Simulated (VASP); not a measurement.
# Cu2O (P4_2/nnm) in VASP: further runs

Cu2O is run at these levels: PBE; tasks: single point.

Everything below comes from runs of VASP 6.6.1. Logs are shortened: lines on timing, memory, paths and dates and some standing lists are left out, and cuts for length are marked.

## 1. The cell of the first run

The structure is tetragonal, space group P4_2/nnm (No. 134). Conventional cell: a = 4.298 Å, b = 4.298 Å, c = 4.255 Å, α = 90.00°, β = 90.00°, γ = 90.00°. Cu (site symmetry 2/m) has 2 O at 1.86 Å within 2.5 Å. O (site symmetry -42m) has 4 Cu at 1.86 Å within 2.5 Å.

## 2. Single point, PBE (strain along c alone, the other axes held: -1.0 %)

INCAR

```
PREC = Accurate ; ENCUT = 600
EDIFF = 1E-6 ; ISMEAR = 0
SIGMA = 0.02 ; LREAL = F
LASPH = T ; NELM = 120
ALGO = Normal ; ISIF = 2
LWAVE = F ; LCHARG = T
GGA = PE ; LELF = T
LVHAR = T ; NBANDS = 37
GGA_COMPAT = F
```

KPOINTS

```
regular mesh
0
Gamma
  8 8 8
```

POSCAR

```
Cu2O
1.0
    4.2982410474      0.0000000000      0.0000000000
    0.0000000000      4.2982410474      0.0000000000
    0.0000000000      0.0000000000      4.2552586369
Cu O
4 2
Direct
    0.2500000000      0.2500000000      0.2500000000
    0.2500000000      0.7500000000      0.7500000000
    0.7500000000      0.7500000000      0.2500000000
    0.7500000000      0.2500000000      0.7500000000
    0.0000000000      0.0000000000      0.0000000000
    0.5000000000      0.5000000000      0.5000000000
```

Potentials or basis: VASP PAW PBE potentials, release 64 (Cu, O).

Launch:

```bash
cat potpaw_PBE.64/Cu/POTCAR potpaw_PBE.64/O/POTCAR > POTCAR
mpirun -np 1 vasp_std > vasp.out
```

OUTCAR:

```text
PREC = Accurate
   ENCUT = 600
   EDIFF = 1E-6
   ISMEAR = 0
   LREAL = F
   LASPH = T
   NELM = 120
   ISIF = 2
   GGA = PE

 ion  position               nearest neighbor table
   1  0.250  0.250  0.250-   5 1.86   6 1.86
   2  0.250  0.750  0.750-   5 1.86   6 1.86
   3  0.750  0.750  0.250-   5 1.86   6 1.86
   4  0.750  0.250  0.750-   5 1.86   6 1.86
   5  0.000  0.000  0.000-   1 1.86   2 1.86   3 1.86   4 1.86
   6  0.500  0.500  0.500-   1 1.86   2 1.86   3 1.86   4 1.86

  LATTYP: Found a simple tetragonal cell.
 ALAT       =     4.2982410474
 C/A-ratio  =     0.9900000000

  Lattice vectors:

 A1 = (   4.2982410474,   0.0000000000,   0.0000000000)
 A2 = (   0.0000000000,   4.2982410474,   0.0000000000)
 A3 = (   0.0000000000,   0.0000000000,   4.2552586369)

Analysis of symmetry for initial positions (statically):
=====================================================================
 Subroutine PRICEL returns:
 Original cell was already a primitive cell.

 Routine SETGRP: Setting up the symmetry group for a
 simple tetragonal supercell.

 Subroutine GETGRP returns: Found 16 space group operations
 (whereof  8 operations were pure point group operations)
 out of a pool of 16 trial point group operations.

The static configuration has the point symmetry D_2d.
 The point group associated with its full space group is D_4h.

Analysis of symmetry for dynamics (positions and initial velocities):
=====================================================================
 Subroutine PRICEL returns:
 Original cell was already a primitive cell.

 Routine SETGRP: Setting up the symmetry group for a
 simple tetragonal supercell.

 Subroutine GETGRP returns: Found 16 space group operations
 (whereof  8 operations were pure point group operations)
 out of a pool of 16 trial point group operations.

The dynamic configuration has the point symmetry D_2d.
 The point group associated with its full space group is D_4h.

 Subroutine INISYM returns: Found 16 space group operations
 (whereof  8 operations are pure point group operations),
 and found     1 'primitive' translations

----------------------------------------------------------------------------------------

                                     Primitive cell

  volume of cell :      78.6154

  direct lattice vectors                    reciprocal lattice vectors
     4.298241047  0.000000000  0.000000000     0.232653308  0.000000000  0.000000000
     0.000000000  4.298241047  0.000000000     0.000000000  0.232653308  0.000000000
     0.000000000  0.000000000  4.255258637     0.000000000  0.000000000  0.235003342

  length of vectors
     4.298241047  4.298241047  4.255258637     0.232653308  0.232653308  0.235003342

  position of ions in fractional coordinates (direct lattice)
     0.250000000  0.250000000  0.250000000
     0.250000000  0.750000000  0.750000000
     0.750000000  0.750000000  0.250000000
     0.750000000  0.250000000  0.750000000
     0.000000000  0.000000000  0.000000000
     0.500000000  0.500000000  0.500000000

  ion indices of the primitive-cell ions
   primitive index   ion index
                 1           1
                 2           2
                 3           3
                 4           4
                 5           5
                 6           6

----------------------------------------------------------------------------------------

 KPOINTS: regular mesh

Automatic generation of k-mesh.
 Grid dimensions read from file:
 generate k-points for:    8    8    8

 Generating k-lattice:

  Cartesian coordinates                     Fractional coordinates (reciprocal lattice)
     0.029081664  0.000000000  0.000000000     0.125000000  0.000000000  0.000000000
     0.000000000  0.029081664  0.000000000     0.000000000  0.125000000  0.000000000
     0.000000000  0.000000000  0.029375418     0.000000000  0.000000000  0.125000000

  Length of vectors
     0.029081664  0.029081664  0.029375418

  Shift w.r.t. Gamma in fractional coordinates (k-lattice)
     0.000000000  0.000000000  0.000000000

 Subroutine IBZKPT returns following result:
 ===========================================

 Found     75 irreducible k-points:

 Following reciprocal coordinates:
            Coordinates               Weight
  0.000000  0.000000  0.000000      1.000000
  0.125000  0.000000  0.000000      4.000000
  0.250000  0.000000  0.000000      4.000000
  0.375000  0.000000  0.000000      4.000000
  0.500000  0.000000  0.000000      2.000000
  0.125000  0.125000  0.000000      4.000000
[... 16 lines left out ...]
  0.375000  0.125000  0.125000     16.000000
  0.500000  0.125000  0.125000      8.000000
 [... further k-points ...]
   k-points           NKPTS =     75   k-points in BZ     NKDIM =     75   number of bands    NBANDS=     37
   number of dos      NEDOS =    301   number of ions     NIONS =      6
   total plane-waves  NPLWV =  46656
   dimension x,y,z NGX =    36 NGY =   36 NGZ =   36
   dimension x,y,z NGXF=    72 NGYF=   72 NGZF=   72
   ions per type =               4   2
   NGX,Y,Z   is equivalent  to a cutoff of  13.92, 13.92, 14.06 a.u.
   NGXF,Y,Z  is equivalent  to a cutoff of  27.85, 27.85, 28.13 a.u.
 SYSTEM =  unknown system
   PREC   = accura    normal or accurate (medium, high low for compatibility)
   ISTART =      0    job   : 0-new  1-cont  2-samecut
   ICHARG =      2    charge: 1-file 2-atom 10-const
   ISPIN  =      1    spin polarized calculation?
   LNONCOLLINEAR =      F non collinear calculations
   LSORBIT =      F    spin-orbit coupling
   LASPH  =      T    aspherical Exc in radial PAW
   ENCUT  =  600.0 eV  44.10 Ry    6.64 a.u.   8.58  8.58  8.50*2*pi/ulx,y,z
   NELM   =    120;   NELMIN=  2; NELMDL= -5     # of ELM steps
   EDIFF  = 0.1E-05   stopping-criterion for ELM
   LREAL  =      F    real-space projection
   EDIFFG = 0.1E-04   stopping-criterion for IOM
   NSW    =      0    number of steps for IOM
   IBRION =     -1    ionic relax: 0-MD 1-quasi-New 2-CG
   NFREE  =      0    steps in history (QN), initial steepest desc. (CG)
   ISIF   =      2    stress and relaxation
   ISYM   =      2    0-nonsym 1-usesym 2-fastsym
   POTIM  = 0.5000    time-step for ionic-motion
   TEBEG  =    0.0;   TEEND  =   0.0 temperature during run
   PSTRESS=    0.0 pullay stress
   NELECT =      56.0000    total number of electrons
   NUPDOWN=      -1.0000    fix difference up-down
   EMIN   =  10.00;   EMAX   =-10.00  energy-range for DOS
   EFERMI =   0.00;   METHOD = LEGACY
   ISMEAR =     0;   SIGMA  =   0.02  broadening in eV -4-tet -1-fermi 0-gaus
   EFERMI_NEDOS =   21; number of points for ismear=-14 and -15
   IALGO  =     38    algorithm
   IMIX   =      4    mixing-type and parameters
     AMIX     =   0.40;   BMIX     =  1.00
     AMIX_MAG =   1.60;   BMIX_MAG =  1.00
  volume/ion in A,a.u.               =      13.10        88.42
  Fermi-wavevector in a.u.,A,eV,Ry     =   1.462071  2.762913 29.084500  2.137650
  Thomas-Fermi vector in A             =   2.578327
   LORBIT       =      0    0 simple, 1 ext, 2 COOP (PROOUT), +10 PAW based schemes
   GGA     = PE    functional components
   LHFCALC =     F    Hartree Fock is set to
   AEXX    =    0.0000 exact exchange contribution
   IVDW    =     0    specifies the selected vdW correction
   LEPSILON=     F    determine dielectric tensor
   LRPA    =     F    only Hartree local field effects (RPA)
 non-spin polarized calculation
 Gauss-broadening in eV      SIGMA  =   0.02
  energy-cutoff  :      600.00
  volume of cell :       78.62
 maximum number of plane-waves:      2646
 NGX is ok and might be reduce to    36
   NGX = 17   NGY = 17   NGZ = 17

 number of electron      55.9999972 magnetization

 Free energy of the ion-electron system (eV)
  ---------------------------------------------------
  ext. energy  EPLUGINS =         0.00000000
  ---------------------------------------------------
  free energy    TOTEN  =       -27.28457282 eV

  energy without entropy =      -27.28457282  energy(sigma->0) =      -27.28457282

 E-fermi :   4.6803     XC(G=0): -10.9556

 val. band max:        4.6020318375   @ k =   0.0000   0.0000   0.0000
 cond. band min:       5.0875049447   @ k =   0.0000   0.0000   0.0000
 fundamental gap:      0.4854731073
 Fermi energy:         4.6803432988

 k-point     1 :       0.0000    0.0000    0.0000
  band No.  band energies     occupation
      1     -15.4362      2.00000
      2     -14.7302      2.00000
      3      -2.5317      2.00000
      4      -2.5317      2.00000
      5      -2.4896      2.00000
      6      -0.1718      2.00000
[... 29 lines left out ...]
     36      13.8235      0.00000
     37      13.9413      0.00000

 k-point     2 :       0.1250    0.0000    0.0000
  band No.  band energies     occupation
      1     -15.4090      2.00000
      2     -14.7565      2.00000
      3      -2.4935      2.00000
      4      -2.4744      2.00000
      5      -2.4334      2.00000
      6      -0.5669      2.00000
[... 29 lines left out ...]
     36      13.4559      0.00000
     37      13.5776      0.00000

 k-point     3 :       0.2500    0.0000    0.0000
  band No.  band energies     occupation
      1     -15.3316      2.00000
      2     -14.8318      2.00000
      3      -2.3759      2.00000
      4      -2.3111      2.00000
      5      -2.2734      2.00000
      6      -1.0348      2.00000
[... 29 lines left out ...]
     36      12.8351      0.00000
     37      12.9489      0.00000

 k-point     4 :       0.3750    0.0000    0.0000
  band No.  band energies     occupation
      1     -15.2160      2.00000
      2     -14.9452      2.00000
      3      -2.1711      2.00000
      4      -2.0773      2.00000
      5      -2.0480      2.00000
      6      -1.4874      2.00000
[... 29 lines left out ...]
     36      12.4558      0.00000
     37      12.4809      0.00000
[... 683 lines left out ...]
      1     -15.2926      2.00000
      2     -14.8628      2.00000
      3      -2.4978      2.00000
      4      -2.3195      2.00000
      5      -1.9528      2.00000
      6      -1.4121      2.00000
[... 29 lines left out ...]
     36      13.2991      0.00000
     37      14.1297      0.00000

 k-point    23 :       0.3750    0.1250    0.1250
  band No.  band energies     occupation
      1     -15.1947      2.00000
      2     -14.9552      2.00000
      3      -2.4238      2.00000
      4      -2.1139      2.00000
      5      -1.8866      2.00000
      6      -1.5441      2.00000
[... 29 lines left out ...]
     36      13.5177      0.00000
     37      13.8370      0.00000

 k-point    24 :       0.5000    0.1250    0.1250
  band No.  band energies     occupation
      1     -15.1070      2.00000
      2     -15.0407      2.00000
      3      -2.3347      2.00000
      4      -2.0385      2.00000
      5      -1.9885      2.00000
      6      -1.3655      2.00000
[... 29 lines left out ...]
     36      13.2125      0.00000
     37      14.5739      0.00000

 [... further k-points ...]

------------------------ aborting loop because EDIFF is reached ----------------------------------------

  FORCE on cell =-STRESS in cart. coord.  units (eV):
  Direction    XX          YY          ZZ          XY          YZ          ZX
  --------------------------------------------------------------------------------------
  -------------------------------------------------------------------------------------
  Total        0.8615102      0.8615102      0.9389215      0.0000000      0.0000000      0.0000000
  in kB       17.5575328     17.5575328     19.1351714      0.0000000      0.0000000      0.0000000
  external PRESSURE =      18.0834123 kB  Pullay stress =       0.0000000 kB

 VOLUME and BASIS-vectors are now :
 -----------------------------------------------------------------------------
  energy-cutoff  :      600.00
  volume of cell :       78.62
      direct lattice vectors                 reciprocal lattice vectors
     4.298241047  0.000000000  0.000000000     0.232653308  0.000000000  0.000000000
     0.000000000  4.298241047  0.000000000     0.000000000  0.232653308  0.000000000
     0.000000000  0.000000000  4.255258637     0.000000000  0.000000000  0.235003342

 POSITION                                       TOTAL-FORCE (eV/Angst)
 -----------------------------------------------------------------------------------
      1.07456      1.07456      1.06381         0.000000      0.000000      0.000000
      1.07456      3.22368      3.19144         0.000000     -0.000000      0.000000
      3.22368      3.22368      1.06381        -0.000000      0.000000     -0.000000
      3.22368      1.07456      3.19144         0.000000      0.000000     -0.000000
      0.00000      0.00000      0.00000        -0.000000     -0.000000      0.000000
      2.14912      2.14912      2.12763        -0.000000     -0.000000      0.000000
 -----------------------------------------------------------------------------------
    total drift:                                0.000000      0.000000      0.000000

  FREE ENERGIE OF THE ION-ELECTRON SYSTEM (eV)
  ---------------------------------------------------
  free  energy   TOTEN  =       -27.2845728189 eV

  energy  without entropy=      -27.2845728189  energy(sigma->0) =      -27.28457282
```

It took 2.2 min on 1 thread of Intel Xeon Platinum 8488C (Sapphire Rapids), shared host; peak memory 0.33 GiB.

Results:

* Free energy: -27.2846 eV
* Pressure: 1.8 GPa
* Band gap on the k mesh: 0.49 eV

Levels at points of the mesh, in eV from the valence-band top:
| k point | band 26 | band 27 | band 28 | band 29 | band 30 | band 31 |
| --- | --- | --- | --- | --- | --- | --- |
| (0.00, 0.00, 0.00) | -0.02 | -0.02 | 0.00 | 0.49 | 1.25 | 1.34 |
| (0.50, 0.00, 0.00) | -1.18 | -0.39 | -0.39 | 2.21 | 2.21 | 4.24 |
| (0.50, 0.50, 0.00) | -1.20 | -0.66 | -0.66 | 1.91 | 1.91 | 3.80 |
| (0.00, 0.00, 0.50) | -1.18 | -0.41 | -0.41 | 2.22 | 2.22 | 4.23 |
| (0.50, 0.00, 0.50) | -1.20 | -0.65 | -0.65 | 1.90 | 1.90 | 3.82 |
| (0.50, 0.50, 0.50) | -0.58 | -0.57 | -0.57 | 2.45 | 2.45 | 2.52 |

Caveat: the cell differs from its parent crystal (strain along c alone, the other axes held: -1.0 %); semilocal functionals underestimate gaps, and a narrow one can read as zero.

## 3. Single point, PBE (strain along c alone, the other axes held: +1.0 %)

INCAR

```
SYSTEM = Cu2O
PREC = Accurate
ENCUT = 600
EDIFF = 1E-6
ISMEAR = 0
SIGMA = 0.02
LREAL = .False.
LASPH = .True.
NELM = 120
ALGO = Normal
ISIF = 2
LWAVE = .False.
LCHARG = .False.
GGA = PE
NBANDS = 37
GGA_COMPAT = .False.
```

KPOINTS

```
Automatic mesh
0
Gamma
  8 8 8
  0 0 0
```

Edit POSCAR of step 2 so:

```diff
@@ -4,3 +4,3 @@
     0.0000000000      4.2982410474      0.0000000000
-    0.0000000000      0.0000000000      4.2552586369
+    0.0000000000      0.0000000000      4.3412234579
 Cu O
```

Potentials or basis: VASP PAW PBE potentials, release 64 (Cu, O).

Launch:

```bash
cat potpaw_PBE.64/Cu/POTCAR potpaw_PBE.64/O/POTCAR > POTCAR
mpirun -np 1 vasp_std > vasp.out
```

Run time: 2.2 min. Hardware: 1 thread of Intel Xeon Platinum 8488C (Sapphire Rapids), shared host; peak memory 0.34 GiB.

The run converged. Its results:

| Property | Result |
| --- | --- |
| Free energy | -27.2935 eV |
| Pressure | -0.5 GPa |
| Band gap on the k mesh | 0.45 eV |

Stress tensor (GPa, compression positive):
```
-0.42  0.00  0.00
 0.00 -0.42  0.00
 0.00  0.00 -0.60
```

Levels at points of the mesh, in eV from the valence-band top:
```csv
k point,band 24,band 25,band 26,band 27,band 28,band 29,band 30,band 31,band 32,band 33
"(0.00, 0.00, 0.00)",-1.49,-1.49,-0.02,0.00,0.00,0.45,1.33,1.41,7.63,7.77
"(0.50, 0.00, 0.00)",-1.61,-1.14,-1.14,-0.38,-0.38,2.18,2.18,4.25,4.25,7.19
"(0.50, 0.50, 0.00)",-1.39,-1.15,-1.15,-0.62,-0.62,1.90,1.90,3.79,3.79,6.61
"(0.00, 0.00, 0.50)",-1.59,-1.14,-1.14,-0.37,-0.37,2.17,2.17,4.25,4.25,7.27
"(0.50, 0.00, 0.50)",-1.41,-1.15,-1.15,-0.63,-0.63,1.90,1.90,3.78,3.78,6.76
"(0.50, 0.50, 0.50)",-1.54,-0.96,-0.55,-0.55,-0.54,2.47,2.53,2.53,4.75,4.77
```

Caveat: the cell differs from its parent crystal (strain along c alone, the other axes held: +1.0 %); semilocal functionals underestimate gaps, and a narrow one can read as zero.

## 4. Single point, PBE

This run uses another cell than the first one, of 13.37 Å³/atom.

INCAR

```
PREC = Accurate
ENCUT = 600
EDIFF = 1E-6
ISMEAR = 0
SIGMA = 0.02
LREAL = False
LASPH = True
NELM = 120
ALGO = Normal
ISIF = 2
LWAVE = False
LCHARG = True
GGA = PE
LELF = True
LVHAR = True
NBANDS = 37
GGA_COMPAT = False
```

KPOINTS

```
Automatic mesh
0
Gamma
  8 8 8
```

POSCAR is that of step 3.

Launch:

```bash
cat potpaw_PBE.64/Cu/POTCAR potpaw_PBE.64/O/POTCAR > POTCAR
mpirun -np 1 vasp_std > vasp.out
```

Wall time 2.3 min (1 thread of Intel Xeon Platinum 8488C (Sapphire Rapids), shared host); peak memory 0.34 GiB.

It converged, with:

- Free energy: -27.2935 eV
- Pressure: -0.5 GPa
- Band gap on the k mesh: 0.45 eV

Stress tensor (GPa, compression positive):
```
-0.42  0.00  0.00
 0.00 -0.42  0.00
 0.00  0.00 -0.60
```

Levels at points of the mesh, in eV from the valence-band top:
```
           k point  band 26  band 27  band 28  band 29  band 30  band 31
(0.00, 0.00, 0.00)    -0.02     0.00     0.00     0.45     1.33     1.41
(0.50, 0.00, 0.00)    -1.14    -0.38    -0.38     2.18     2.18     4.25
(0.50, 0.50, 0.00)    -1.15    -0.62    -0.62     1.90     1.90     3.79
(0.00, 0.00, 0.50)    -1.14    -0.37    -0.37     2.17     2.17     4.25
(0.50, 0.00, 0.50)    -1.15    -0.63    -0.63     1.90     1.90     3.78
(0.50, 0.50, 0.50)    -0.55    -0.55    -0.54     2.47     2.53     2.53
```

Caveat: semilocal functionals underestimate gaps, and a narrow one can read as zero. As with any semilocal functional, this PBE gap is likely too small.
